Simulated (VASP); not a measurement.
# Li2RuN2 in VASP: a series of runs, part 2 of 2

VASP 6.6.1.

## (3) Single point, LDA

Input file INCAR:

```
SYSTEM = Li2RuN2
PREC = Accurate ; ENCUT = 520
EDIFF = 1E-6 ; ISMEAR = 1
SIGMA = 0.15 ; LREAL = .FALSE.
LASPH = .TRUE. ; NELM = 100
ALGO = Normal ; ISIF = 2
LWAVE = .FALSE. ; LCHARG = .FALSE.
NBANDS = 23
```

Input file KPOINTS:

```
regular mesh
0
G
  13 13 7
  0 0 0
```

Input file POSCAR:

```
Li2RuN2
1.0
    3.1642327000      0.0000000000      0.0000000000
   -1.5821163500      2.7403059100      0.0000000000
    0.0000000000      0.0000000000      5.2114500000
Li Ru N
2 1 2
Direct
    0.6666666667      0.3333333333      0.3601800000
    0.3333333333      0.6666666667      0.6398200000
    0.0000000000      0.0000000000      0.0000000000
    0.6666666667      0.3333333333      0.7869890000
    0.3333333333      0.6666666667      0.2130110000
```

Potentials or basis: VASP PAW LDA potentials, release 64 (Li_sv, Ru_pv, N).

The run is started by

```
$ cat potpaw_LDA.64/Li_sv/POTCAR potpaw_LDA.64/Ru_pv/POTCAR potpaw_LDA.64/N/POTCAR > POTCAR
$ mpirun -np 1 vasp_std > vasp.out
```

OUTCAR:

```text
SYSTEM = Li2RuN2
   PREC = Accurate
   ENCUT = 520
   EDIFF = 1E-6
   ISMEAR = 1
   LREAL = .FALSE.
   LASPH = .TRUE.
   NELM = 100
   ISIF = 2

 ion  position               nearest neighbor table
   1  0.667  0.333  0.360-   5 1.98   5 1.98   5 1.98   2 2.34   2 2.34   2 2.34   3 2.62   3 2.62
                             3 2.62
   2  0.333  0.667  0.640-   4 1.98   4 1.98   4 1.98   1 2.34   1 2.34   1 2.34   3 2.62   3 2.62
                             3 2.62
   3  0.000  0.000  0.000-   4 2.14   5 2.14   4 2.14   5 2.14   4 2.14   5 2.14   1 2.62   2 2.62
                             2 2.62   1 2.62   1 2.62   2 2.62
   4  0.667  0.333  0.787-   2 1.98   2 1.98   2 1.98   3 2.14   3 2.14   3 2.14
   5  0.333  0.667  0.213-   1 1.98   1 1.98   1 1.98   3 2.14   3 2.14   3 2.14

  LATTYP: Found a hexagonal cell.
 ALAT       =     3.1642327000
 C/A-ratio  =     1.6469869615

  Lattice vectors:

 A1 = (   3.1642327000,   0.0000000000,   0.0000000000)
 A2 = (  -1.5821163500,   2.7403059100,   0.0000000000)
 A3 = (   0.0000000000,   0.0000000000,   5.2114500000)

Analysis of symmetry for initial positions (statically):
=====================================================================
 Subroutine PRICEL returns:
 Original cell was already a primitive cell.

 Routine SETGRP: Setting up the symmetry group for a
 hexagonal supercell.

 Subroutine GETGRP returns: Found 12 space group operations
 (whereof 12 operations were pure point group operations)
 out of a pool of 24 trial point group operations.

The static configuration has the point symmetry D_3d.

Analysis of symmetry for dynamics (positions and initial velocities):
=====================================================================
 Subroutine PRICEL returns:
 Original cell was already a primitive cell.

 Routine SETGRP: Setting up the symmetry group for a
 hexagonal supercell.

 Subroutine GETGRP returns: Found 12 space group operations
 (whereof 12 operations were pure point group operations)
 out of a pool of 24 trial point group operations.

The dynamic configuration has the point symmetry D_3d.

 Subroutine INISYM returns: Found 12 space group operations
 (whereof 12 operations are pure point group operations),
 and found     1 'primitive' translations

----------------------------------------------------------------------------------------

                                     Primitive cell

  volume of cell :      45.1883

  direct lattice vectors                    reciprocal lattice vectors
     3.164232700  0.000000000  0.000000000     0.316032383  0.182461381  0.000000000
    -1.582116350  2.740305910  0.000000000     0.000000000  0.364922761  0.000000000
     0.000000000  0.000000000  5.211450000     0.000000000  0.000000000  0.191885176

  length of vectors
     3.164232700  3.164232707  5.211450000     0.364922762  0.364922761  0.191885176

  position of ions in fractional coordinates (direct lattice)
     0.666666667  0.333333333  0.360180000
     0.333333333  0.666666667  0.639820000
     0.000000000  0.000000000  0.000000000
     0.666666667  0.333333333  0.786989000
     0.333333333  0.666666667  0.213011000

  ion indices of the primitive-cell ions
   primitive index   ion index
                 1           1
                 2           2
                 3           3
                 4           4
                 5           5

[... 29 lines left out ...]
  0.076923  0.000000  0.000000      6.000000
  0.153846 -0.000000  0.000000      6.000000
  0.230769  0.000000  0.000000      6.000000
  0.307692 -0.000000  0.000000      6.000000
  0.384615 -0.000000  0.000000      6.000000
[... 16 lines left out ...]
  0.076923  0.000000  0.142857      6.000000
  0.000000  0.076923  0.142857      6.000000
 [... further k-points ...]
   k-points           NKPTS =    126   k-points in BZ     NKDIM =    126   number of bands    NBANDS=     23
   number of dos      NEDOS =    301   number of ions     NIONS =      5
   total plane-waves  NPLWV =  23040
   dimension x,y,z NGX =    24 NGY =   24 NGZ =   40
   dimension x,y,z NGXF=    48 NGYF=   48 NGZF=   80
   ions per type =               2   1   2
   NGX,Y,Z   is equivalent  to a cutoff of  12.61, 12.61, 12.76 a.u.
   NGXF,Y,Z  is equivalent  to a cutoff of  25.22, 25.22, 25.52 a.u.
 SYSTEM =  Li2RuN2
   PREC   = accura    normal or accurate (medium, high low for compatibility)
   ISTART =      0    job   : 0-new  1-cont  2-samecut
   ICHARG =      2    charge: 1-file 2-atom 10-const
   ISPIN  =      1    spin polarized calculation?
   LNONCOLLINEAR =      F non collinear calculations
   LSORBIT =      F    spin-orbit coupling
   LASPH  =      T    aspherical Exc in radial PAW
   ENCUT  =  520.0 eV  38.22 Ry    6.18 a.u.   5.88  5.88  9.69*2*pi/ulx,y,z
   NELM   =    100;   NELMIN=  2; NELMDL= -5     # of ELM steps
   EDIFF  = 0.1E-05   stopping-criterion for ELM
   LREAL  =      F    real-space projection
   EDIFFG = 0.1E-04   stopping-criterion for IOM
   NSW    =      0    number of steps for IOM
   IBRION =     -1    ionic relax: 0-MD 1-quasi-New 2-CG
   NFREE  =      0    steps in history (QN), initial steepest desc. (CG)
   ISIF   =      2    stress and relaxation
   ISYM   =      2    0-nonsym 1-usesym 2-fastsym
   POTIM  = 0.5000    time-step for ionic-motion
   TEBEG  =    0.0;   TEEND  =   0.0 temperature during run
   PSTRESS=    0.0 pullay stress
   NELECT =      30.0000    total number of electrons
   NUPDOWN=      -1.0000    fix difference up-down
   EMIN   =  10.00;   EMAX   =-10.00  energy-range for DOS
   EFERMI =   0.00;   METHOD = LEGACY
   ISMEAR =     1;   SIGMA  =   0.15  broadening in eV -4-tet -1-fermi 0-gaus
   EFERMI_NEDOS =   21; number of points for ismear=-14 and -15
   IALGO  =     38    algorithm
   IMIX   =      4    mixing-type and parameters
     AMIX     =   0.40;   BMIX     =  1.00
     AMIX_MAG =   1.60;   BMIX_MAG =  1.00
  volume/ion in A,a.u.               =       9.04        60.99
  Fermi-wavevector in a.u.,A,eV,Ry     =   1.428148  2.698809 27.750537  2.039607
  Thomas-Fermi vector in A             =   2.548241
   LORBIT       =      0    0 simple, 1 ext, 2 COOP (PROOUT), +10 PAW based schemes
   GGA     = CA    functional components
   LHFCALC =     F    Hartree Fock is set to
   AEXX    =    0.0000 exact exchange contribution
   IVDW    =     0    specifies the selected vdW correction
   LEPSILON=     F    determine dielectric tensor
   LRPA    =     F    only Hartree local field effects (RPA)
 non-spin polarized calculation
 Methfessel and Paxton  Order N= 1 SIGMA  =   0.15
  energy-cutoff  :      520.00
  volume of cell :       45.19
 maximum number of plane-waves:      1232
   NGX = 11   NGY = 11   NGZ = 19

 number of electron      30.0000009 magnetization

 Free energy of the ion-electron system (eV)
  ---------------------------------------------------
  ext. energy  EPLUGINS =         0.00000000
  ---------------------------------------------------
  free energy    TOTEN  =       -34.10418739 eV

  energy without entropy =      -34.10468357  energy(sigma->0) =      -34.10435278

 E-fermi :   6.9230     XC(G=0): -11.9226

 val. band max:        6.9192589304   @ k =   0.4615  -0.0000   0.2857
 cond. band min:       6.9236556870   @ k =   0.1538   0.1538   0.1429
 fundamental gap:      0.0043967566
 Fermi energy:         6.9229814638

 k-point     1 :       0.0000    0.0000    0.0000
  band No.  band energies     occupation
      1     -37.3071      2.00000
      2     -37.1608      2.00000
      3     -36.1902      2.00000
      4     -36.0602      2.00000
      5     -36.0602      2.00000
      6      -8.3802      2.00000
[... 613 lines left out ...]
     22      16.6655      0.00000
     23      17.8971      0.00000

 [... further k-points ...]

------------------------ aborting loop because EDIFF is reached ----------------------------------------

  FORCE on cell =-STRESS in cart. coord.  units (eV):
  Direction    XX          YY          ZZ          XY          YZ          ZX
  --------------------------------------------------------------------------------------
  -------------------------------------------------------------------------------------
  Total       -4.1239299     -4.1239299     -3.4170894      0.0000000      0.0000000      0.0000000
  in kB     -146.2163086   -146.2163095   -121.1548741      0.0000000      0.0000000      0.0000000
  external PRESSURE =    -137.8624974 kB  Pullay stress =       0.0000000 kB

 VOLUME and BASIS-vectors are now :
 -----------------------------------------------------------------------------
  energy-cutoff  :      520.00
  volume of cell :       45.19
      direct lattice vectors                 reciprocal lattice vectors
     3.164232700  0.000000000  0.000000000     0.316032383  0.182461381  0.000000000
    -1.582116350  2.740305910  0.000000000     0.000000000  0.364922761  0.000000000
     0.000000000  0.000000000  5.211450000     0.000000000  0.000000000  0.191885176

 POSITION                                       TOTAL-FORCE (eV/Angst)
 -----------------------------------------------------------------------------------
      1.58212      0.91344      1.87706        -0.000000      0.000000     -0.173142
     -0.00000      1.82687      3.33439         0.000000     -0.000000      0.173142
      0.00000      0.00000      0.00000         0.000000      0.000000      0.000000
      1.58212      0.91344      4.10135        -0.000000     -0.000000      0.615182
     -0.00000      1.82687      1.11010         0.000000      0.000000     -0.615182
 -----------------------------------------------------------------------------------
    total drift:                                0.000000      0.000000     -0.000000

  FREE ENERGIE OF THE ION-ELECTRON SYSTEM (eV)
  ---------------------------------------------------
  free  energy   TOTEN  =       -34.1041873892 eV

  energy  without entropy=      -34.1046835677  energy(sigma->0) =      -34.10435278
```

OSZICAR:

```text
N       E                     dE             d eps       ncg     rms          rms(c)
DAV:   1     0.247704131695E+03    0.24770E+03   -0.15873E+04  5804   0.140E+03
DAV:   2    -0.238912049459E+02   -0.27160E+03   -0.25867E+03  6554   0.389E+02
DAV:   3    -0.407639035002E+02   -0.16873E+02   -0.16609E+02  9464   0.833E+01
DAV:   4    -0.416687665674E+02   -0.90486E+00   -0.90233E+00  7904   0.157E+01
DAV:   5    -0.416782527662E+02   -0.94862E-02   -0.94851E-02  8187   0.184E+00    0.278E+01
DAV:   6    -0.389752645692E+02    0.27030E+01   -0.73823E+01  6634   0.548E+01    0.208E+01
DAV:   7    -0.342366863165E+02    0.47386E+01   -0.28004E+01  6316   0.402E+01    0.635E+00
DAV:   8    -0.341111727445E+02    0.12551E+00   -0.16984E+00  7328   0.802E+00    0.199E+00
DAV:   9    -0.341057710424E+02    0.54017E-02   -0.65477E-02  7991   0.149E+00    0.812E-01
DAV:  10    -0.341041203196E+02    0.16507E-02   -0.97366E-03  7918   0.677E-01    0.191E-01
DAV:  11    -0.341041824470E+02   -0.62127E-04   -0.70294E-04  7410   0.177E-01    0.950E-02
DAV:  12    -0.341042009058E+02   -0.18459E-04   -0.21367E-04  7226   0.977E-02    0.386E-02
DAV:  13    -0.341041883235E+02    0.12582E-04   -0.72791E-05  7162   0.656E-02    0.123E-02
DAV:  14    -0.341041873892E+02    0.93438E-06   -0.32723E-06  6215   0.134E-02
   1 F= -.34104187E+02 E0= -.34104353E+02  d E =0.496179E-03
```

stdout:

```text
POSCAR found type information on POSCAR LiRuN
 POSCAR found :  3 types and       5 ions
 scaLAPACK will be used
 LDA part: xc-table for (Slater(with rela. corr.)+CA(PZ))
 , standard interpolation
 POSCAR, INCAR and KPOINTS ok, starting setup
 FFT: planning ... GRIDC
 FFT: planning ... GRID_SOFT
 FFT: planning ... GRID
 WAVECAR not read
 entering main loop
```

Wall time 3.5 min (1 thread of Oxide Virtual Turin-like, shared host); peak memory 0.2 GiB.

Results:

```
Free energy            : -34.1042 eV
Largest force          : 0.615 eV/Å
Band gap on the k mesh : zero (bands 15 and 16 overlap by 0.49 eV)
```

Forces in eV/Å, atoms in the order of the input:
```
Li   0.000  0.000 -0.173
Li   0.000  0.000  0.173
Ru   0.000  0.000  0.000
N    0.000  0.000  0.615
N    0.000  0.000 -0.615
```

Levels at points of the mesh, in eV from the Fermi level:
```
           k point  band 13  band 14  band 15  band 16  band 17  band 18
(0.00, 0.00, 0.00)    -1.27    -1.27    -1.27    -0.36     3.14     3.14
```

Caveat: the cutoff is under 1.25 times the usual one of these potentials, so pressure, stress and relaxed cells hold a basis-set (Pulay) error.
